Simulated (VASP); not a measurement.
Wanted: the native input for a VASP 6.6.1 run.

```
Task                   : single point
Functional             : PBE
Potentials or basis    : VASP PAW PBE potentials, release 64 (Al, Ru_pv)
Cutoff                 : 520 eV
k mesh                 : 16 × 16 × 16
Occupations            : gaussian, width 0.15 eV
Spin                   : no spin polarisation
Dipole correction      : no
Further INCAR settings : ALGO = Fast; EDIFF = 1e-07; NBANDS = 16
```

The structure of AlRu lies in POSCAR:

```
AlRu
1.0
    2.9916000000      0.0000000000      0.0000000000
    0.0000000000      2.9916000000      0.0000000000
    0.0000000000      0.0000000000      2.9616840000
Al Ru
1 1
Direct
    0.0000000000      0.0000000000      0.0000000000
    0.5000000000      0.5000000000      0.5000000000
```

This cell differs from its parent crystal: strain -0.0100 x Voigt [0, 0, 1, 0, 0, 0].

These files were run (other wordings do the same):

INCAR

```
ALGO = Fast ; EDIFF = 1E-7
ENCUT = 520 ; GGA = PE
ISIF = 2 ; ISMEAR = 0
LASPH = T ; LCHARG = F
LREAL = F ; LWAVE = F
NBANDS = 16 ; NELM = 100
PREC = Accurate ; SIGMA = 0.15
```

KPOINTS

```
k-points
0
Gamma
  16 16 16
```

Potentials or basis: VASP PAW PBE potentials, release 64 (Al, Ru_pv).

Run with:

```console
$ cat potpaw_PBE.64/Al/POTCAR potpaw_PBE.64/Ru_pv/POTCAR > POTCAR
$ mpirun -np 1 vasp_std > vasp.out
```

Results of the run:

The pressure is 4.8 GPa.

Caveat: the cell differs from its parent crystal (strain -0.0100 x Voigt [0, 0, 1, 0, 0, 0]).

Wall time 87 s on 1 thread of Intel Xeon 6975P-C, with other jobs on the host, peak memory 0.27 GiB.
